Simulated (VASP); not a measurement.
# NiO2 (P-3m1) in VASP: a series of runs

Aim: see how the results for NiO2 move with the level of theory and the settings. Levels: LDA, r2SCAN. Tasks: single point, relaxation of cell and atoms.

Program: VASP 6.6.1. These are calculated values, not measurements. Logs are shortened: lines on timing, memory, paths and dates and some standing lists are left out, and cuts for length are marked.

## 1. The cell of the first run

It takes space group P-3m1 (No. 164, trigonal). Conventional cell: a = 2.763 Å, b = 2.763 Å, c = 4.206 Å, α = 90.00°, β = 90.00°, γ = 120.00°. Within 2.4 Å of Ni (site symmetry -3m) lie 6 O at 1.84 Å. O (site symmetry 3m) has 3 Ni at 1.84 Å within 2.4 Å.

## 2. Single point, LDA

The input, INCAR:

```
SYSTEM = NiO2
  ALGO = Normal
  EDIFF = 1E-7
  ENCUT = 520
  GGA = CA
  ISIF = 2
  ISMEAR = 0
  LASPH = .True.
  LCHARG = .True.
  LELF = .True.
  LREAL = .False.
  LVHAR = .True.
  LWAVE = .False.
  NBANDS = 18
  NELM = 80
  PREC = Accurate
  SIGMA = 0.02
```

The input, KPOINTS:

```
k-points
0
Gamma
  12 12 6
  0 0 0
```

The input, POSCAR:

```
NiO2
1.0
    2.7627792314      0.0000000000      0.0000000000
   -1.3813896157      2.3926369995      0.0000000000
    0.0000000000      0.0000000000      4.2061363981
Ni O
1 2
Direct
    0.0000000000      0.0000000000      0.5000000000
    0.6666666667      0.3333333333      0.7186230907
    0.3333333333      0.6666666667      0.2813769093
```

Potentials or basis: VASP PAW LDA potentials, release 64 (Ni, O).

Command:

```bash
> cat potpaw_LDA.64/Ni/POTCAR potpaw_LDA.64/O/POTCAR > POTCAR
> mpirun -np 1 vasp_std > vasp.out
```

OUTCAR:

```text
SYSTEM = NiO2
   EDIFF = 1E-7
   ENCUT = 520
   GGA = CA
   ISIF = 2
   ISMEAR = 0
   LASPH = .True.
   LREAL = .False.
   NELM = 80
   PREC = Accurate

 ion  position               nearest neighbor table
   1  0.000  0.000  0.500-   2 1.84   3 1.84   2 1.84   3 1.84   2 1.84   3 1.84
   2  0.667  0.333  0.719-   1 1.84   1 1.84   1 1.84
   3  0.333  0.667  0.281-   1 1.84   1 1.84   1 1.84

  LATTYP: Found a hexagonal cell.
 ALAT       =     2.7627792314
 C/A-ratio  =     1.5224294255

  Lattice vectors:

 A1 = (   2.7627792314,   0.0000000000,   0.0000000000)
 A2 = (  -1.3813896157,   2.3926369995,   0.0000000000)
 A3 = (   0.0000000000,   0.0000000000,   4.2061363981)

Analysis of symmetry for initial positions (statically):
=====================================================================
 Subroutine PRICEL returns:
 Original cell was already a primitive cell.

 Routine SETGRP: Setting up the symmetry group for a
 hexagonal supercell.

 Subroutine GETGRP returns: Found 12 space group operations
 (whereof 12 operations were pure point group operations)
 out of a pool of 24 trial point group operations.

The static configuration has the point symmetry D_3d.

Analysis of symmetry for dynamics (positions and initial velocities):
=====================================================================
 Subroutine PRICEL returns:
 Original cell was already a primitive cell.

 Routine SETGRP: Setting up the symmetry group for a
 hexagonal supercell.

 Subroutine GETGRP returns: Found 12 space group operations
 (whereof 12 operations were pure point group operations)
 out of a pool of 24 trial point group operations.

The dynamic configuration has the point symmetry D_3d.

 Subroutine INISYM returns: Found 12 space group operations
 (whereof 12 operations are pure point group operations),
 and found     1 'primitive' translations

----------------------------------------------------------------------------------------

                                     Primitive cell

  volume of cell :      27.8039

  direct lattice vectors                    reciprocal lattice vectors
     2.762779231  0.000000000  0.000000000     0.361954364  0.208974450  0.000000000
    -1.381389616  2.392637000  0.000000000     0.000000000  0.417948899  0.000000000
     0.000000000  0.000000000  4.206136398     0.000000000  0.000000000  0.237747877

  length of vectors
     2.762779231  2.762779231  4.206136398     0.417948899  0.417948899  0.237747877

  position of ions in fractional coordinates (direct lattice)
     0.000000000  0.000000000  0.500000000
     0.666666667  0.333333333  0.718623091
     0.333333333  0.666666667  0.281376909

  ion indices of the primitive-cell ions
   primitive index   ion index
                 1           1
                 2           2
                 3           3

----------------------------------------------------------------------------------------

 KPOINTS: k-points

Automatic generation of k-mesh.
 Grid dimensions read from file:
 generate k-points for:   12   12    6

 Generating k-lattice:

  Cartesian coordinates                     Fractional coordinates (reciprocal lattice)
     0.030162864  0.017414537  0.000000000     0.083333333  0.000000000  0.000000000
     0.000000000  0.034829075  0.000000000     0.000000000  0.083333333  0.000000000
     0.000000000  0.000000000  0.039624646     0.000000000  0.000000000  0.166666667

  Length of vectors
     0.034829075  0.034829075  0.039624646

  Shift w.r.t. Gamma in fractional coordinates (k-lattice)
     0.000000000  0.000000000  0.000000000

 Subroutine IBZKPT returns following result:
 ===========================================

 Found    100 irreducible k-points:

 Following reciprocal coordinates:
            Coordinates               Weight
  0.000000  0.000000  0.000000      1.000000
  0.083333  0.000000  0.000000      6.000000
  0.166667  0.000000  0.000000      6.000000
  0.250000  0.000000  0.000000      6.000000
  0.333333  0.000000  0.000000      6.000000
  0.416667  0.000000  0.000000      6.000000
[... 16 lines left out ...]
  0.166667  0.000000  0.166667      6.000000
  0.000000  0.166667  0.166667      6.000000
 [... further k-points ...]
   k-points           NKPTS =    100   k-points in BZ     NKDIM =    100   number of bands    NBANDS=     18
   number of dos      NEDOS =    301   number of ions     NIONS =      3
   total plane-waves  NPLWV =  18432
   dimension x,y,z NGX =    24 NGY =   24 NGZ =   32
   dimension x,y,z NGXF=    48 NGYF=   48 NGZF=   64
   ions per type =               1   2
   NGX,Y,Z   is equivalent  to a cutoff of  14.44, 14.44, 12.65 a.u.
   NGXF,Y,Z  is equivalent  to a cutoff of  28.88, 28.88, 25.30 a.u.
 SYSTEM =  NiO2
   PREC   = accura    normal or accurate (medium, high low for compatibility)
   ISTART =      0    job   : 0-new  1-cont  2-samecut
   ICHARG =      2    charge: 1-file 2-atom 10-const
   ISPIN  =      1    spin polarized calculation?
   LNONCOLLINEAR =      F non collinear calculations
   LSORBIT =      F    spin-orbit coupling
   LASPH  =      T    aspherical Exc in radial PAW
   ENCUT  =  520.0 eV  38.22 Ry    6.18 a.u.   5.14  5.14  7.82*2*pi/ulx,y,z
   NELM   =     80;   NELMIN=  2; NELMDL= -5     # of ELM steps
   EDIFF  = 0.1E-06   stopping-criterion for ELM
   LREAL  =      F    real-space projection
   EDIFFG = 0.1E-05   stopping-criterion for IOM
   NSW    =      0    number of steps for IOM
   IBRION =     -1    ionic relax: 0-MD 1-quasi-New 2-CG
   NFREE  =      0    steps in history (QN), initial steepest desc. (CG)
   ISIF   =      2    stress and relaxation
   ISYM   =      2    0-nonsym 1-usesym 2-fastsym
   POTIM  = 0.5000    time-step for ionic-motion
   TEBEG  =    0.0;   TEEND  =   0.0 temperature during run
   PSTRESS=    0.0 pullay stress
   NELECT =      22.0000    total number of electrons
   NUPDOWN=      -1.0000    fix difference up-down
   EMIN   =  10.00;   EMAX   =-10.00  energy-range for DOS
   EFERMI =   0.00;   METHOD = LEGACY
   ISMEAR =     0;   SIGMA  =   0.02  broadening in eV -4-tet -1-fermi 0-gaus
   EFERMI_NEDOS =   21; number of points for ismear=-14 and -15
   IALGO  =     38    algorithm
   IMIX   =      4    mixing-type and parameters
     AMIX     =   0.40;   BMIX     =  1.00
     AMIX_MAG =   1.60;   BMIX_MAG =  1.00
  volume/ion in A,a.u.               =       9.27        62.54
  Fermi-wavevector in a.u.,A,eV,Ry     =   1.514190  2.861404 31.195034  2.292770
  Thomas-Fermi vector in A             =   2.623880
   LORBIT       =      0    0 simple, 1 ext, 2 COOP (PROOUT), +10 PAW based schemes
   GGA     = CA    functional components
   LHFCALC =     F    Hartree Fock is set to
   AEXX    =    0.0000 exact exchange contribution
   IVDW    =     0    specifies the selected vdW correction
   LEPSILON=     F    determine dielectric tensor
   LRPA    =     F    only Hartree local field effects (RPA)
 non-spin polarized calculation
 Gauss-broadening in eV      SIGMA  =   0.02
  energy-cutoff  :      520.00
  volume of cell :       27.80
 maximum number of plane-waves:       760
 NGX is ok and might be reduce to    24
   NGX = 11   NGY = 11   NGZ = 15

 number of electron      21.9999992 magnetization

 Free energy of the ion-electron system (eV)
  ---------------------------------------------------
  ext. energy  EPLUGINS =         0.00000000
  ---------------------------------------------------
  free energy    TOTEN  =       -20.16124943 eV

  energy without entropy =      -20.16124943  energy(sigma->0) =      -20.16124943

 E-fermi :   4.1767     XC(G=0): -12.2042

 val. band max:        3.9957748894   @ k =   0.0833   0.0833   0.5000
 cond. band min:       4.7378387073   @ k =   0.2500   0.0000   0.3333
 fundamental gap:      0.7420638180
 Fermi energy:         4.1766600160

 k-point     1 :       0.0000    0.0000    0.0000
  band No.  band energies     occupation
      1     -16.0859      2.00000
      2     -13.0504      2.00000
      3      -2.5456      2.00000
      4      -2.1449      2.00000
      5      -2.1449      2.00000
      6       1.5531      2.00000
[... 10 lines left out ...]
     17      23.7159      0.00000
     18      23.7159      0.00000

 k-point     2 :       0.0833    0.0000    0.0000
  band No.  band energies     occupation
      1     -15.9837      2.00000
      2     -13.0677      2.00000
      3      -2.4294      2.00000
      4      -2.1546      2.00000
      5      -2.0831      2.00000
      6       1.2477      2.00000
[... 10 lines left out ...]
     17      22.8316      0.00000
     18      23.9611      0.00000

 k-point     3 :       0.1667    0.0000    0.0000
  band No.  band energies     occupation
      1     -15.6907      2.00000
      2     -13.1191      2.00000
      3      -2.1908      2.00000
      4      -2.0610      2.00000
      5      -1.9116      2.00000
      6       0.4066      2.00000
[... 10 lines left out ...]
     17      21.2812      0.00000
     18      24.5924      0.00000

 k-point     4 :       0.2500    0.0000    0.0000
  band No.  band energies     occupation
      1     -15.2489      2.00000
      2     -13.2062      2.00000
      3      -2.1720      2.00000
      4      -1.6775      2.00000
      5      -1.5507      2.00000
      6      -0.6058      2.00000
[... 375 lines left out ...]
      4      -2.0694      2.00000
      5      -2.0353      2.00000
      6       1.2438      2.00000
[... 10 lines left out ...]
     17      22.9213      0.00000
     18      23.9188      0.00000

 k-point    23 :       0.1667    0.0000    0.1667
  band No.  band energies     occupation
      1     -15.6373      2.00000
      2     -13.2071      2.00000
      3      -2.3976      2.00000
      4      -1.9239      2.00000
      5      -1.6744      2.00000
      6       0.3646      2.00000
[... 10 lines left out ...]
     17      21.3575      0.00000
     18      24.6633      0.00000

 k-point    24 :       0.0000    0.1667    0.1667
  band No.  band energies     occupation
      1     -15.6337      2.00000
      2     -13.2152      2.00000
      3      -2.3264      2.00000
      4      -1.8907      2.00000
      5      -1.7473      2.00000
      6       0.4219      2.00000
[... 10 lines left out ...]
     17      21.4596      0.00000
     18      24.4805      0.00000

 [... further k-points ...]
[... 5 lines left out ...]
  --------------------------------------------------------------------------------------
  -------------------------------------------------------------------------------------
  Total        0.2553887      0.2553887      0.1013060      0.0000000      0.0000000      0.0000000
  in kB       14.7165490     14.7165490      5.8376698      0.0000000      0.0000000      0.0000000
  external PRESSURE =      11.7569226 kB  Pullay stress =       0.0000000 kB

 VOLUME and BASIS-vectors are now :
 -----------------------------------------------------------------------------
  energy-cutoff  :      520.00
  volume of cell :       27.80
      direct lattice vectors                 reciprocal lattice vectors
     2.762779231  0.000000000  0.000000000     0.361954364  0.208974450  0.000000000
    -1.381389616  2.392637000  0.000000000     0.000000000  0.417948899  0.000000000
     0.000000000  0.000000000  4.206136398     0.000000000  0.000000000  0.237747877

 POSITION                                       TOTAL-FORCE (eV/Angst)
 -----------------------------------------------------------------------------------
      0.00000      0.00000      2.10307        -0.000000      0.000000     -0.000000
      1.38139      0.79755      3.02263        -0.000000      0.000000      0.093993
     -0.00000      1.59509      1.18351         0.000000      0.000000     -0.093993
 -----------------------------------------------------------------------------------
    total drift:                                0.000000     -0.000000      0.000000

  FREE ENERGIE OF THE ION-ELECTRON SYSTEM (eV)
  ---------------------------------------------------
  free  energy   TOTEN  =       -20.1612494347 eV

  energy  without entropy=      -20.1612494347  energy(sigma->0) =      -20.16124943
```

Run time: 29 s. Hardware: 1 thread of Intel Xeon Platinum 8488C (Sapphire Rapids), shared host; peak memory 0.17 GiB.

What came out:

| Item | Value |
| --- | --- |
| Free energy | -20.1612 eV |
| Pressure | 1.2 GPa |
| Largest force | 0.094 eV/Å |
| Band gap on the k mesh | 0.74 eV, indirect (least direct gap 0.99 eV) |

Forces on the atoms (eV/Å):
```
Ni   0.000  0.000  0.000
O    0.000  0.000  0.094
O    0.000  0.000 -0.094
```

Stress tensor (GPa, compression positive):
```
1.47 0.00 0.00
0.00 1.47 0.00
0.00 0.00 0.58
```

A k mesh can miss the band edges. Spin polarisation is off, so any magnetic state and its effect on volume and gap are missing.

(Part 1 of 2 ends here.)
